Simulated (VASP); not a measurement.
# BaTe (Imm2) in VASP: relaxation of cell and atoms with PBE

Aim: the relaxation of cell and atoms of BaTe with PBE.

All numbers are computed with VASP 6.6.1; they aren't measurements. Logs are shortened: lines on timing, memory, paths and dates and some standing lists are left out, and cuts for length are marked.

## (1) The cell of the first run

The structure is orthorhombic, space group Imm2 (No. 44). Conventional cell: a = 4.642 Å, b = 4.891 Å, c = 6.997 Å, α = 90.00°, β = 90.00°, γ = 90.00°. Within 3.5 Å of Ba (site symmetry mm2) lie 5 Te at 2.68 to 3.47 Å. Te (site symmetry mm2) has 5 Ba at 2.68 to 3.47 Å within 3.5 Å.

The cell was generated, and may not be a known phase.

## (2) Relaxation of cell and atoms, PBE

The input, INCAR:

```
ALGO = Normal ; EDIFF = 1E-6
EDIFFG = -0.08 ; ENCUT = 600
GGA = PE ; IBRION = 2
ISIF = 3 ; ISMEAR = 0
LASPH = T ; LCHARG = F
LREAL = F ; LWAVE = F
NELM = 60 ; NSW = 36
PREC = Accurate ; SIGMA = 0.2
```

The input, KPOINTS:

```
k-points
0
Gamma
  6 6 6
```

The input, POSCAR:

```
BaTe
1.0
   -2.3208057200      2.4456167200      3.4986449000
    2.3208057200     -2.4456167200      3.4986449000
    2.3208057200      2.4456167200     -3.4986449000
Ba Te
1 1
Direct
    0.8987844000      0.3987844000      0.5000000000
    0.5157467000      0.0157467000      0.5000000000
```

Potentials or basis: VASP PAW PBE potentials, release 64 (Ba_sv, Te).

Command:

```
cat potpaw_PBE.64/Ba_sv/POTCAR potpaw_PBE.64/Te/POTCAR > POTCAR
mpirun -np 1 vasp_std > vasp.out
```

OUTCAR:

```text
EDIFF = 1E-6
   EDIFFG = -0.08
   ENCUT = 600
   GGA = PE
   IBRION = 2
   ISIF = 3
   ISMEAR = 0
   LASPH = T
   LREAL = F
   NELM = 60
   NSW = 36
   PREC = Accurate

 ion  position               nearest neighbor table
   1  0.899  0.399  0.500-   2 2.68   2 3.47   2 3.47   2 3.47   2 3.47
   2  0.516  0.016  0.500-   1 2.68   1 3.47   1 3.47   1 3.47   1 3.47

  LATTYP: Found a body centered orthorhombic cell.
 ALAT       =     4.6416114400
 B/A-ratio  =     1.0537791677
 C/A-ratio  =     1.5075130459

  Lattice vectors:

 A1 = (  -2.3208057200,   2.4456167200,   3.4986449000)
 A2 = (   2.3208057200,  -2.4456167200,   3.4986449000)
 A3 = (   2.3208057200,   2.4456167200,  -3.4986449000)

Analysis of symmetry for initial positions (statically):
=====================================================================
 Subroutine PRICEL returns:
 Original cell was already a primitive cell.

 Routine SETGRP: Setting up the symmetry group for a
 body centered orthorhombic supercell.

 Subroutine GETGRP returns: Found  4 space group operations
 (whereof  4 operations were pure point group operations)
 out of a pool of  8 trial point group operations.

The static configuration has the point symmetry C_2v.

Analysis of symmetry for dynamics (positions and initial velocities):
=====================================================================
 Subroutine PRICEL returns:
 Original cell was already a primitive cell.

 Routine SETGRP: Setting up the symmetry group for a
 body centered orthorhombic supercell.

 Subroutine GETGRP returns: Found  4 space group operations
 (whereof  4 operations were pure point group operations)
 out of a pool of  8 trial point group operations.

The dynamic configuration has the point symmetry C_2v.

 Subroutine INISYM returns: Found  4 space group operations
 (whereof  4 operations are pure point group operations),
 and found     1 'primitive' translations

----------------------------------------------------------------------------------------

                                     Primitive cell

  volume of cell :      79.4305

  direct lattice vectors                    reciprocal lattice vectors
    -2.320805720  2.445616720  3.498644900     0.000000000  0.204447408  0.142912474
     2.320805720 -2.445616720  3.498644900     0.215442420  0.000000000  0.142912474
     2.320805720  2.445616720 -3.498644900     0.215442420  0.204447408  0.000000000

  length of vectors
     4.858775202  4.858775202  4.858775202     0.249444820  0.258533192  0.297008719

  position of ions in fractional coordinates (direct lattice)
     0.898784400  0.398784400  0.500000000
     0.515746700  0.015746700  0.500000000

  ion indices of the primitive-cell ions
   primitive index   ion index
                 1           1
                 2           2

----------------------------------------------------------------------------------------

 KPOINTS: k-points

Automatic generation of k-mesh.
 Grid dimensions read from file:
 generate k-points for:    6    6    6

 Generating k-lattice:

  Cartesian coordinates                     Fractional coordinates (reciprocal lattice)
     0.000000000  0.034074568  0.023818746     0.166666667  0.000000000  0.000000000
     0.035907070  0.000000000  0.023818746     0.000000000  0.166666667 -0.000000000
     0.035907070  0.034074568  0.000000000     0.000000000 -0.000000000  0.166666667

  Length of vectors
     0.041574137  0.043088865  0.049501453

  Shift w.r.t. Gamma in fractional coordinates (k-lattice)
     0.000000000  0.000000000  0.000000000

 Subroutine IBZKPT returns following result:
 ===========================================

 Found     46 irreducible k-points:

 Following reciprocal coordinates:
            Coordinates               Weight
  0.000000  0.000000  0.000000      1.000000
  0.166667  0.000000  0.000000      4.000000
  0.333333  0.000000 -0.000000      4.000000
  0.500000 -0.000000  0.000000      2.000000
 -0.000000  0.166667  0.000000      4.000000
  0.166667  0.166667  0.000000      8.000000
[... 16 lines left out ...]
 -0.166667  0.166667  0.166667      2.000000
  0.166667  0.333333  0.166667      4.000000
 [... further k-points ...]
   k-points           NKPTS =     46   k-points in BZ     NKDIM =     46   number of bands    NBANDS=     12
   number of dos      NEDOS =    301   number of ions     NIONS =      2
   total plane-waves  NPLWV =  64000
   dimension x,y,z NGX =    40 NGY =   40 NGZ =   40
   dimension x,y,z NGXF=    80 NGYF=   80 NGZF=   80
   ions per type =               1   1
   NGX,Y,Z   is equivalent  to a cutoff of  13.69, 13.69, 13.69 a.u.
   NGXF,Y,Z  is equivalent  to a cutoff of  27.37, 27.37, 27.37 a.u.
 SYSTEM =  unknown system
   PREC   = accura    normal or accurate (medium, high low for compatibility)
   ISTART =      0    job   : 0-new  1-cont  2-samecut
   ICHARG =      2    charge: 1-file 2-atom 10-const
   ISPIN  =      1    spin polarized calculation?
   LNONCOLLINEAR =      F non collinear calculations
   LSORBIT =      F    spin-orbit coupling
   LASPH  =      T    aspherical Exc in radial PAW
   ENCUT  =  600.0 eV  44.10 Ry    6.64 a.u.   9.70  9.70  9.70*2*pi/ulx,y,z
   NELM   =     60;   NELMIN=  2; NELMDL= -5     # of ELM steps
   EDIFF  = 0.1E-05   stopping-criterion for ELM
   LREAL  =      F    real-space projection
   EDIFFG = -.8E-01   stopping-criterion for IOM
   NSW    =     36    number of steps for IOM
   IBRION =      2    ionic relax: 0-MD 1-quasi-New 2-CG
   NFREE  =      1    steps in history (QN), initial steepest desc. (CG)
   ISIF   =      3    stress and relaxation
   ISYM   =      2    0-nonsym 1-usesym 2-fastsym
   POTIM  = 0.5000    time-step for ionic-motion
   TEBEG  =    0.0;   TEEND  =   0.0 temperature during run
   PSTRESS=    0.0 pullay stress
   NELECT =      16.0000    total number of electrons
   NUPDOWN=      -1.0000    fix difference up-down
   EMIN   =  10.00;   EMAX   =-10.00  energy-range for DOS
   EFERMI =   0.00;   METHOD = LEGACY
   ISMEAR =     0;   SIGMA  =   0.20  broadening in eV -4-tet -1-fermi 0-gaus
   EFERMI_NEDOS =   21; number of points for ismear=-14 and -15
   IALGO  =     38    algorithm
   IMIX   =      4    mixing-type and parameters
     AMIX     =   0.40;   BMIX     =  1.00
     AMIX_MAG =   1.60;   BMIX_MAG =  1.00
  volume/ion in A,a.u.               =      39.72       268.01
  Fermi-wavevector in a.u.,A,eV,Ry     =   0.959664  1.813502 12.530350  0.920955
  Thomas-Fermi vector in A             =   2.088880
   LORBIT       =      0    0 simple, 1 ext, 2 COOP (PROOUT), +10 PAW based schemes
   GGA     = PE    functional components
   LHFCALC =     F    Hartree Fock is set to
   AEXX    =    0.0000 exact exchange contribution
   IVDW    =     0    specifies the selected vdW correction
   LEPSILON=     F    determine dielectric tensor
   LRPA    =     F    only Hartree local field effects (RPA)
 conjugate gradient relaxation of ions
 non-spin polarized calculation
 Gauss-broadening in eV      SIGMA  =   0.20
  energy-cutoff  :      600.00
  volume of cell :       79.43
 maximum number of plane-waves:      2668
   NGX = 19   NGY = 19   NGZ = 19

--------------------------------------- Ionic step        1  -------------------------------------------

 number of electron      15.9999999 magnetization

 Free energy of the ion-electron system (eV)
  ---------------------------------------------------
  ext. energy  EPLUGINS =         0.00000000
  ---------------------------------------------------
  free energy    TOTEN  =        -7.01848925 eV

  energy without entropy =       -7.01848925  energy(sigma->0) =       -7.01848925

------------------------ aborting loop because EDIFF is reached ----------------------------------------

  FORCE on cell =-STRESS in cart. coord.  units (eV):
  Direction    XX          YY          ZZ          XY          YZ          ZX
  --------------------------------------------------------------------------------------
  -------------------------------------------------------------------------------------
  Total        1.5312574      0.9549864     15.2768148      0.0000000      0.0000000      0.0000000
  in kB       30.8867160     19.2628574    308.1458754      0.0000000      0.0000000      0.0000000
  external PRESSURE =     119.4318162 kB  Pullay stress =       0.0000000 kB
[... 89 lines left out ...]
  FREE ENERGIE OF THE ION-ELECTRON SYSTEM (eV)
  ---------------------------------------------------
  free  energy   TOTEN  =        -8.4235190422 eV

  energy  without entropy=       -8.4235190421  energy(sigma->0) =       -8.42351904

[... ionic steps 4 to 16 ...]

--------------------------------------- Ionic step       17  -------------------------------------------

 number of electron      16.0000000 magnetization

------------------------ aborting loop because EDIFF is reached ----------------------------------------
[... 67 lines left out ...]
--------------------------------------- Ionic step       19  -------------------------------------------

 number of electron      16.0000000 magnetization

 Free energy of the ion-electron system (eV)
  ---------------------------------------------------
  ext. energy  EPLUGINS =         0.00000000
  ---------------------------------------------------
  free energy    TOTEN  =        -8.62816565 eV

  energy without entropy =       -8.62816565  energy(sigma->0) =       -8.62816565

 E-fermi :   2.8432     XC(G=0):  -8.0950

 val. band max:        2.0583913473   @ k =   0.0000   0.0000   0.0000
 cond. band min:       3.6419887835   @ k =   0.5000   0.5000   0.5000
 fundamental gap:      1.5835974362
 Fermi energy:         2.8432418319

 k-point     1 :       0.0000    0.0000    0.0000
  band No.  band energies     occupation
      1     -25.0771      2.00000
      2     -10.2200      2.00000
      3     -10.2200      2.00000
      4     -10.2194      2.00000
      5      -7.4154      2.00000
      6       2.0334      2.00000
      7       2.0373      2.00000
      8       2.0584      2.00000
      9       4.8056      0.00000
     10       4.9737      0.00000
     11       4.9778      0.00000
     12       5.0235      0.00000
[... 331 lines left out ...]
 k-point    24 :       0.1667    0.3333    0.1667
  band No.  band energies     occupation
      1     -25.0638      2.00000
      2     -10.4393      2.00000
      3     -10.3197      2.00000
      4     -10.2726      2.00000
      5      -6.9868      2.00000
      6       0.5380      2.00000
      7       1.0927      2.00000
      8       1.1428      2.00000
      9       5.5950      0.00000
     10       5.7173      0.00000
     11       7.2373      0.00000
     12       7.2624      0.00000

 [... further k-points ...]

------------------------ aborting loop because EDIFF is reached ----------------------------------------

  FORCE on cell =-STRESS in cart. coord.  units (eV):
  Direction    XX          YY          ZZ          XY          YZ          ZX
  --------------------------------------------------------------------------------------
  -------------------------------------------------------------------------------------
  Total       -0.0073588      0.0891860     -0.0718473      0.0000000      0.0000000      0.0000000
  in kB       -0.1323831      1.6044333     -1.2925145      0.0000000      0.0000000      0.0000000
  external PRESSURE =       0.0598453 kB  Pullay stress =       0.0000000 kB
[... 17 lines left out ...]
  FREE ENERGIE OF THE ION-ELECTRON SYSTEM (eV)
  ---------------------------------------------------
  free  energy   TOTEN  =        -8.6281656535 eV

  energy  without entropy=       -8.6281656531  energy(sigma->0) =       -8.62816565

 reached required accuracy - stopping structural energy minimisation
```

Run time: 6.8 min. Hardware: 1 thread of Intel Xeon 6975P-C (Granite Rapids), shared host; peak memory 0.29 GiB.

What came out:

* Free energy: -8.6282 eV
* Relaxed volume: 44.53 Å³/atom
* Relaxed cell: a = 5.016 Å, b = 5.016 Å, c = 5.016 Å, α = 119.87°, β = 120.38°, γ = 89.78°
* Space group after relaxing (to 0.1 Å): Fm-3m (No. 225)
* Energy gained by relaxing: 804.8 meV/atom
* Ionic steps: 19
* Pressure after relaxing: 0.0 GPa
* Largest force after relaxing: 0.042 eV/Å
* Band gap on the k mesh: 1.58 eV (least direct gap 1.96 eV)

Forces on the atoms (eV/Å):
```
Ba   0.000  0.000 -0.042
Te   0.000  0.000  0.042
```

Stress tensor (GPa, compression positive):
```
-0.01  0.00  0.00
 0.00  0.16  0.00
 0.00  0.00 -0.13
```

The path:
```csv
step,energy change (eV),largest force (eV/Å),pressure (GPa),volume (Å³)
1,0.0000,5.7820,11.94,79.43
2,-1.0748,0.1420,-1.37,115.31
3,-1.4050,0.0082,0.11,95.47
4,-1.4091,0.0261,0.23,94.88
5,-1.4140,0.1818,0.71,92.82
6,-1.4144,0.1524,0.62,93.16
7,-1.4368,0.2174,-0.20,95.46
8,-1.4407,0.2551,-0.69,97.07
9,-1.4597,0.3225,-0.53,95.68
10,-1.4932,0.5668,0.13,91.35
11,-1.5102,0.5219,0.15,90.77
12,-1.5521,0.3894,0.28,89.02
13,-1.5607,0.0477,1.22,85.50
14,-1.5728,0.2444,0.59,87.36
15,-1.5745,0.1603,0.77,86.70
16,-1.5937,0.0725,0.10,88.64
17,-1.6000,0.0024,-0.54,90.78
18,-1.6081,0.0247,-0.21,89.72
19,-1.6097,0.0424,0.01,89.06
```

Final structure:
```
Ba Te
1.0
    -2.51282    2.49350    3.55348
     2.51282   -2.49350    3.55348
     2.51282    2.49350   -3.55348
Ba Te
1 1
Direct
  0.95892 0.45892 0.50000
  0.45561 0.95561 0.50000
```

Caveat: spin-orbit coupling is left out, which moves the levels of the heavy elements; the relaxation stopped at a loose force limit of 0.08 eV/Å, so its end isn't a converged minimum.
